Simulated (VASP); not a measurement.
# Ca (Pm-3m) in VASP: notebook

Ca is run at these levels: PBE; tasks: single point.

Program: VASP 6.6.1. These are calculated values, not measurements. Logs are shortened: lines on timing, memory, paths and dates and some standing lists are left out, and cuts for length are marked.

## 1. The cell of the first run

It takes space group Pm-3m (No. 221, cubic). The conventional cell has a = 3.592 Å, b = 3.592 Å, c = 3.592 Å, α = 90.00°, β = 90.00°, γ = 90.00°. Ca (site symmetry m-3m) has 6 Ca at 3.59 Å within 4.7 Å.

This isn't the form of Ca at room conditions, which is fcc.

## 2. Single point, PBE

Input file INCAR:

```
PREC     = Accurate       # precision mode
ENCUT    = 520            # plane-wave cutoff, eV
EDIFF    = 1E-7           # SCF threshold, eV
ISMEAR   = -1             # smearing method
SIGMA    = 0.06122561905347299 # smearing width, eV
LREAL    = False          # projectors in reciprocal space
LASPH    = True           # aspherical terms in the spheres
NELM     = 80             # most SCF steps
ALGO     = Normal         # electronic algorithm
ISIF     = 2              # what is computed and relaxed
LWAVE    = False          # write WAVECAR
LCHARG   = False          # write CHGCAR
GGA      = PE             # functional
NBANDS   = 11             # bands
```

Input file KPOINTS:

```
Automatic mesh
0
Gamma
  11 11 11
```

Input file POSCAR:

```
Ca
1.0
    3.5915165366      0.0000000000      0.0000000000
    0.0000000000      3.5915165366      0.0000000000
    0.0000000000      0.0000000000      3.5915165366
Ca
1
Direct
    0.0000000000      0.0000000000      0.0000000000
```

Potentials or basis: VASP PAW PBE potentials, release 64 (Ca_sv).

Started as:

```bash
cat potpaw_PBE.64/Ca_sv/POTCAR > POTCAR
mpirun -np 1 vasp_std > vasp.out
```

OUTCAR:

```text
PREC = Accurate
   ENCUT = 520
   EDIFF = 1E-7
   ISMEAR = -1
   LREAL = False
   LASPH = True
   NELM = 80
   ISIF = 2
   GGA = PE

 ion  position               nearest neighbor table
   1  0.000  0.000  0.000-

  LATTYP: Found a simple cubic cell.
 ALAT       =     3.5915165366

  Lattice vectors:

 A1 = (   3.5915165366,   0.0000000000,   0.0000000000)
 A2 = (   0.0000000000,   3.5915165366,   0.0000000000)
 A3 = (   0.0000000000,   0.0000000000,   3.5915165366)

Analysis of symmetry for initial positions (statically):
=====================================================================
 Subroutine PRICEL returns:
 Original cell was already a primitive cell.

 Routine SETGRP: Setting up the symmetry group for a
 simple cubic supercell.

 Subroutine GETGRP returns: Found 48 space group operations
 (whereof 48 operations were pure point group operations)
 out of a pool of 48 trial point group operations.

The static configuration has the point symmetry O_h .

Analysis of symmetry for dynamics (positions and initial velocities):
=====================================================================
 Subroutine PRICEL returns:
 Original cell was already a primitive cell.

 Routine SETGRP: Setting up the symmetry group for a
 simple cubic supercell.

 Subroutine GETGRP returns: Found 48 space group operations
 (whereof 48 operations were pure point group operations)
 out of a pool of 48 trial point group operations.

The dynamic configuration has the point symmetry O_h .

 Subroutine INISYM returns: Found 48 space group operations
 (whereof 48 operations are pure point group operations),
 and found     1 'primitive' translations

----------------------------------------------------------------------------------------

                                     Primitive cell

  volume of cell :      46.3269

  direct lattice vectors                    reciprocal lattice vectors
     3.591516537  0.000000000  0.000000000     0.278433912  0.000000000  0.000000000
     0.000000000  3.591516537  0.000000000     0.000000000  0.278433912  0.000000000
     0.000000000  0.000000000  3.591516537     0.000000000  0.000000000  0.278433912

  length of vectors
     3.591516537  3.591516537  3.591516537     0.278433912  0.278433912  0.278433912

  position of ions in fractional coordinates (direct lattice)
     0.000000000  0.000000000  0.000000000

  ion indices of the primitive-cell ions
   primitive index   ion index
                 1           1

----------------------------------------------------------------------------------------

 KPOINTS: Automatic mesh

Automatic generation of k-mesh.
 Grid dimensions read from file:
 generate k-points for:   11   11   11

 Generating k-lattice:

  Cartesian coordinates                     Fractional coordinates (reciprocal lattice)
     0.025312174  0.000000000  0.000000000     0.090909091  0.000000000  0.000000000
     0.000000000  0.025312174  0.000000000     0.000000000  0.090909091  0.000000000
     0.000000000  0.000000000  0.025312174     0.000000000  0.000000000  0.090909091

  Length of vectors
     0.025312174  0.025312174  0.025312174

  Shift w.r.t. Gamma in fractional coordinates (k-lattice)
     0.000000000  0.000000000  0.000000000

 Subroutine IBZKPT returns following result:
 ===========================================

 Found     56 irreducible k-points:

 Following reciprocal coordinates:
            Coordinates               Weight
  0.000000  0.000000  0.000000      1.000000
  0.090909  0.000000  0.000000      6.000000
  0.181818  0.000000  0.000000      6.000000
  0.272727  0.000000  0.000000      6.000000
  0.363636  0.000000  0.000000      6.000000
  0.454545  0.000000  0.000000      6.000000
[... 16 lines left out ...]
  0.181818  0.090909  0.090909     24.000000
  0.272727  0.090909  0.090909     24.000000
 [... further k-points ...]
   k-points           NKPTS =     56   k-points in BZ     NKDIM =     56   number of bands    NBANDS=     11
   number of dos      NEDOS =    301   number of ions     NIONS =      1
   total plane-waves  NPLWV =  21952
   dimension x,y,z NGX =    28 NGY =   28 NGZ =   28
   dimension x,y,z NGXF=    56 NGYF=   56 NGZF=   56
   ions per type =               1
   NGX,Y,Z   is equivalent  to a cutoff of  12.96, 12.96, 12.96 a.u.
   NGXF,Y,Z  is equivalent  to a cutoff of  25.92, 25.92, 25.92 a.u.
 SYSTEM =  unknown system
   PREC   = accura    normal or accurate (medium, high low for compatibility)
   ISTART =      0    job   : 0-new  1-cont  2-samecut
   ICHARG =      2    charge: 1-file 2-atom 10-const
   ISPIN  =      1    spin polarized calculation?
   LNONCOLLINEAR =      F non collinear calculations
   LSORBIT =      F    spin-orbit coupling
   LASPH  =      T    aspherical Exc in radial PAW
   ENCUT  =  520.0 eV  38.22 Ry    6.18 a.u.   6.68  6.68  6.68*2*pi/ulx,y,z
   NELM   =     80;   NELMIN=  2; NELMDL= -5     # of ELM steps
   EDIFF  = 0.1E-06   stopping-criterion for ELM
   LREAL  =      F    real-space projection
   EDIFFG = 0.1E-05   stopping-criterion for IOM
   NSW    =      0    number of steps for IOM
   IBRION =     -1    ionic relax: 0-MD 1-quasi-New 2-CG
   NFREE  =      0    steps in history (QN), initial steepest desc. (CG)
   ISIF   =      2    stress and relaxation
   ISYM   =      2    0-nonsym 1-usesym 2-fastsym
   POTIM  = 0.5000    time-step for ionic-motion
   TEBEG  =    0.0;   TEEND  =   0.0 temperature during run
   PSTRESS=    0.0 pullay stress
   NELECT =      10.0000    total number of electrons
   NUPDOWN=      -1.0000    fix difference up-down
   EMIN   =  10.00;   EMAX   =-10.00  energy-range for DOS
   EFERMI =   0.00;   METHOD = LEGACY
   ISMEAR =    -1;   SIGMA  =   0.06  broadening in eV -4-tet -1-fermi 0-gaus
   EFERMI_NEDOS =   21; number of points for ismear=-14 and -15
   IALGO  =     38    algorithm
   IMIX   =      4    mixing-type and parameters
     AMIX     =   0.40;   BMIX     =  1.00
     AMIX_MAG =   1.60;   BMIX_MAG =  1.00
  volume/ion in A,a.u.               =      46.33       312.63
  Fermi-wavevector in a.u.,A,eV,Ry     =   0.982043  1.855791 13.121561  0.964408
  Thomas-Fermi vector in A             =   2.113095
   LORBIT       =      0    0 simple, 1 ext, 2 COOP (PROOUT), +10 PAW based schemes
   GGA     = PE    functional components
   LHFCALC =     F    Hartree Fock is set to
   AEXX    =    0.0000 exact exchange contribution
   IVDW    =     0    specifies the selected vdW correction
   LEPSILON=     F    determine dielectric tensor
   LRPA    =     F    only Hartree local field effects (RPA)
 non-spin polarized calculation
  energy-cutoff  :      520.00
  volume of cell :       46.33
 maximum number of plane-waves:      1267
 NGX is ok and might be reduce to    28
   NGX = 13   NGY = 13   NGZ = 13

 number of electron      10.0000002 magnetization

 Free energy of the ion-electron system (eV)
  ---------------------------------------------------
  ext. energy  EPLUGINS =         0.00000000
  ---------------------------------------------------
  free energy    TOTEN  =        -1.53723169 eV

  energy without entropy =       -1.52337288  energy(sigma->0) =       -1.53030229

 E-fermi :   1.5129     XC(G=0):  -7.4300

 val. band max:        1.4627665247   @ k =   0.4545   0.4545   0.1818
 cond. band min:       1.5604070341   @ k =   0.4545   0.2727   0.0000
 fundamental gap:      0.0976405093
 Fermi energy:         1.5128669553

 k-point     1 :       0.0000    0.0000    0.0000
  band No.  band energies     occupation
      1     -40.8303      2.00000
      2     -21.7332      2.00000
      3     -21.7332      2.00000
      4     -21.7332      2.00000
      5      -2.2205      2.00000
      6       2.3478      0.00000
      7       2.3478      0.00000
      8       5.3668      0.00000
      9       5.3668      0.00000
     10       5.3668      0.00000
     11       9.6542      0.00000

 k-point     2 :       0.0909    0.0000    0.0000
  band No.  band energies     occupation
      1     -40.8292      2.00000
      2     -21.7467      2.00000
      3     -21.7321      2.00000
      4     -21.7321      2.00000
      5      -2.1102      2.00000
      6       2.3766      0.00000
      7       2.3809      0.00000
      8       5.2482      0.00000
      9       5.2482      0.00000
     10       5.3746      0.00000
     11       8.9290      0.00000

 k-point     3 :       0.1818    0.0000    0.0000
  band No.  band energies     occupation
      1     -40.8263      2.00000
      2     -21.7828      2.00000
      3     -21.7291      2.00000
      4     -21.7291      2.00000
      5      -1.7874      2.00000
      6       2.4100      0.00000
      7       2.4723      0.00000
      8       4.9664      0.00000
      9       4.9664      0.00000
     10       5.3959      0.00000
     11       7.7603      0.00000

 k-point     4 :       0.2727    0.0000    0.0000
  band No.  band energies     occupation
      1     -40.8225      2.00000
      2     -21.8295      2.00000
      3     -21.7252      2.00000
      4     -21.7252      2.00000
      5      -1.2749      2.00000
      6       2.2887      0.00001
      7       2.5986      0.00000
      8       4.6529      0.00000
      9       4.6529      0.00000
     10       5.4239      0.00000
     11       6.8738      0.00000
[... 239 lines left out ...]
 k-point    22 :       0.0909    0.0909    0.0909
  band No.  band energies     occupation
      1     -40.8270      2.00000
      2     -21.7456      2.00000
      3     -21.7439      2.00000
      4     -21.7439      2.00000
      5      -1.8916      2.00000
      6       2.4479      0.00000
      7       2.4479      0.00000
      8       5.0563      0.00000
      9       5.1637      0.00000
     10       5.1637      0.00000
     11       9.1747      0.00000

 k-point    23 :       0.1818    0.0909    0.0909
  band No.  band energies     occupation
      1     -40.8242      2.00000
      2     -21.7803      2.00000
      3     -21.7418      2.00000
      4     -21.7408      2.00000
      5      -1.5728      2.00000
      6       2.5049      0.00000
      7       2.5423      0.00000
      8       4.7757      0.00000
      9       4.8567      0.00000
     10       5.1777      0.00000
     11       8.1001      0.00000

 k-point    24 :       0.2727    0.0909    0.0909
  band No.  band energies     occupation
      1     -40.8204      2.00000
      2     -21.8267      2.00000
      3     -21.7377      2.00000
      4     -21.7367      2.00000
      5      -1.0672      2.00000
      6       2.3998      0.00000
      7       2.6768      0.00000
      8       4.5111      0.00000
      9       4.5121      0.00000
     10       5.2148      0.00000
     11       7.1491      0.00000

 [... further k-points ...]
[... 5 lines left out ...]
  --------------------------------------------------------------------------------------
  -------------------------------------------------------------------------------------
  Total       -0.1622045     -0.1622045     -0.1622045     -0.0000000     -0.0000000      0.0000000
  in kB       -5.6097028     -5.6097028     -5.6097028     -0.0000000     -0.0000000      0.0000000
  external PRESSURE =      -5.6097028 kB  Pullay stress =       0.0000000 kB

 VOLUME and BASIS-vectors are now :
 -----------------------------------------------------------------------------
  energy-cutoff  :      520.00
  volume of cell :       46.33
      direct lattice vectors                 reciprocal lattice vectors
     3.591516537  0.000000000  0.000000000     0.278433912  0.000000000  0.000000000
     0.000000000  3.591516537  0.000000000     0.000000000  0.278433912  0.000000000
     0.000000000  0.000000000  3.591516537     0.000000000  0.000000000  0.278433912

 POSITION                                       TOTAL-FORCE (eV/Angst)
 -----------------------------------------------------------------------------------
      0.00000      0.00000      0.00000         0.000000      0.000000      0.000000
 -----------------------------------------------------------------------------------
    total drift:                               -0.000000     -0.000000     -0.000000

  FREE ENERGIE OF THE ION-ELECTRON SYSTEM (eV)
  ---------------------------------------------------
  free  energy   TOTEN  =        -1.5372316881 eV

  energy  without entropy=       -1.5233728835  energy(sigma->0) =       -1.53030229
```

Wall time 30 s (1 thread of Intel Xeon Platinum 8259CL at 2.50GHz (Skylake/Cascade Lake), shared host); peak memory 0.17 GiB.

Results:

```yaml
Free_energy: -1.5372 eV
Pressure: -0.6 GPa
Band_gap_on_the_k_mesh: zero (bands 5 and 6 overlap by 0.97 eV)
```

Levels at points of the mesh, in eV from the Fermi level:
```csv
k point,band 3,band 4,band 5,band 6,band 7,band 8
"(0.00, 0.00, 0.00)",-23.25,-23.25,-3.73,0.83,0.83,3.85
```

## 3. Single point, PBE

This run uses another cell than the first one, of 41.08 Å³/atom.

Input file INCAR:

```
SYSTEM = Ca
  ALGO = Normal
  EDIFF = 1E-7
  ENCUT = 520
  GGA = PE
  ISIF = 2
  ISMEAR = -1
  LASPH = .True.
  LCHARG = .False.
  LREAL = .False.
  LWAVE = .False.
  NBANDS = 11
  NELM = 100
  PREC = Accurate
  SIGMA = 0.06122561905347299
```

Input file KPOINTS:

```
k-points
0
Gamma
  16 16 16
  0 0 0
```

Input file POSCAR:

```
Ca
1.0
    3.4505251710      0.0000000000      0.0000000000
    0.0000000000      3.4505251710      0.0000000000
    0.0000000000      0.0000000000      3.4505251710
Ca
1
Direct
    0.0000000000      0.0000000000      0.0000000000
```

Potentials or basis: VASP PAW PBE potentials, release 64 (Ca_sv).

Started as:

```bash
cat potpaw_PBE.64/Ca_sv/POTCAR > POTCAR
mpirun -np 1 vasp_std > vasp.out
```

Run time: 70 s. Hardware: 1 thread of Intel Xeon Platinum 8259CL at 2.50GHz (Skylake/Cascade Lake), shared host; peak memory 0.21 GiB.

The run converged. Its results:

| Quantity | Value |
| --- | --- |
| Free energy | -1.5363 eV |
| Pressure | 0.7 GPa |
| Band gap on the k mesh | zero (bands 5 and 6 overlap by 1.14 eV) |

Levels at points of the mesh, in eV from the Fermi level:
| k point | band 2 | band 3 | band 4 | band 5 | band 6 | band 7 | band 8 | band 9 |
| --- | --- | --- | --- | --- | --- | --- | --- | --- |
| (0.00, 0.00, 0.00) | -22.99 | -22.99 | -22.99 | -3.91 | 0.83 | 0.83 | 4.26 | 4.26 |
| (0.50, 0.00, 0.00) | -23.24 | -22.97 | -22.97 | -1.16 | -0.47 | 1.36 | 2.96 | 2.96 |
| (0.50, 0.50, 0.00) | -23.21 | -23.21 | -22.95 | -0.44 | 0.98 | 2.52 | 2.52 | 3.27 |
| (0.50, 0.50, 0.50) | -23.18 | -23.18 | -23.18 | 0.66 | 0.66 | 0.66 | 5.06 | 5.06 |

## 4. Single point, PBE

This run uses another cell than the first one, of 41.08 Å³/atom.

Input file INCAR:

```
ALGO = Normal ; EDIFF = 1E-6
ENCUT = 520 ; GGA = PE
ISIF = 2 ; ISMEAR = -1
LASPH = True ; LCHARG = False
LREAL = False ; LWAVE = False
NBANDS = 11 ; NELM = 80
PREC = Accurate ; SIGMA = 0.06122561905347299
```

Input file KPOINTS:

```
k-points
0
Gamma
  16 16 16
```

POSCAR is that of step 3.

Started as:

```bash
cat potpaw_PBE.64/Ca_sv/POTCAR > POTCAR
mpirun -np 1 vasp_std > vasp.out
```

It took 57 s on 1 thread of Intel Xeon Platinum 8259CL at 2.50GHz (Skylake/Cascade Lake), shared host; peak memory 0.21 GiB.

The run converged. Its results:

* Free energy: -1.5363 eV
* Pressure: 0.7 GPa
* Band gap on the k mesh: zero (bands 5 and 6 overlap by 1.14 eV)

Levels at points of the mesh, in eV from the Fermi level:
```csv
k point,band 1,band 2,band 3,band 4,band 5,band 6,band 7,band 8,band 9,band 10
"(0.00, 0.00, 0.00)",-42.12,-22.99,-22.99,-22.99,-3.91,0.83,0.83,4.26,4.26,4.26
"(0.50, 0.00, 0.00)",-42.09,-23.24,-22.97,-22.97,-1.16,-0.47,1.36,2.96,2.96,4.37
"(0.50, 0.50, 0.00)",-42.07,-23.21,-23.21,-22.95,-0.44,0.98,2.52,2.52,3.27,3.27
"(0.50, 0.50, 0.50)",-42.05,-23.18,-23.18,-23.18,0.66,0.66,0.66,5.06,5.06,5.77
```

## 5. Single point, PBE

This run uses another cell than the first one, of 41.96 Å³/atom.

Input file INCAR:

```
SYSTEM = Ca
  ALGO = Normal
  EDIFF = 1E-7
  ENCUT = 520
  GGA = PE
  ISIF = 2
  ISMEAR = -1
  LASPH = .TRUE.
  LCHARG = .FALSE.
  LREAL = .FALSE.
  LWAVE = .FALSE.
  NBANDS = 11
  NELM = 60
  PREC = Accurate
  SIGMA = 0.06122561905347299
```

Input file KPOINTS:

```
k-points
0
G
  16 16 16
  0 0 0
```

Input file POSCAR:

```
Ca
1.0
    3.4748254447      0.0000000000      0.0000000000
    0.0000000000      3.4748254447      0.0000000000
    0.0000000000      0.0000000000      3.4748254447
Ca
1
Direct
    0.0000000000      0.0000000000      0.0000000000
```

Started as:

```bash
cat potpaw_PBE.64/Ca_sv/POTCAR > POTCAR
mpirun -np 1 vasp_std > vasp.out
```

It took 68 s on 1 thread of Intel Xeon Platinum 8259CL at 2.50GHz (Skylake/Cascade Lake), shared host; peak memory 0.2 GiB.

Results (log left out):

```yaml
Free_energy: -1.5397 eV
Pressure: 0.5 GPa
Band_gap_on_the_k_mesh: zero (bands 5 and 6 overlap by 1.16 eV)
```

Levels at points of the mesh, in eV from the Fermi level:
| k point | band 1 | band 2 | band 3 | band 4 | band 5 | band 6 | band 7 | band 8 | band 9 | band 10 |
| --- | --- | --- | --- | --- | --- | --- | --- | --- | --- | --- |
| (0.00, 0.00, 0.00) | -42.16 | -23.04 | -23.04 | -23.04 | -3.88 | 0.83 | 0.83 | 4.18 | 4.18 | 4.18 |
| (0.50, 0.00, 0.00) | -42.14 | -23.27 | -23.02 | -23.02 | -1.17 | -0.48 | 1.35 | 2.92 | 2.92 | 4.30 |
| (0.50, 0.50, 0.00) | -42.11 | -23.24 | -23.24 | -23.00 | -0.41 | 0.95 | 2.45 | 2.45 | 3.22 | 3.22 |
| (0.50, 0.50, 0.50) | -42.10 | -23.21 | -23.21 | -23.21 | 0.67 | 0.67 | 0.67 | 4.96 | 4.96 | 5.69 |

## 6. Summary

| cell | k mesh | gap on the mesh (eV) | pressure (GPa) |
| --- | --- | --- | --- |
| a = 3.592 Å, 1 atom | 11 × 11 × 11 | none | -0.6 |
| a = 3.451 Å, 1 atom | 16 × 16 × 16 | none | 0.7 |
| a = 3.475 Å, 1 atom | 16 × 16 × 16 | none | 0.5 |

Alike in all rows: task single point; level PBE; potentials or basis VASP PAW PBE potentials, release 64 (Ca_sv); no spin polarisation; cutoff (eV) 520; smearing fermi-dirac 0.0612256 eV.

Total energies depend on the potentials used, so only differences within one code and one set of settings carry meaning.
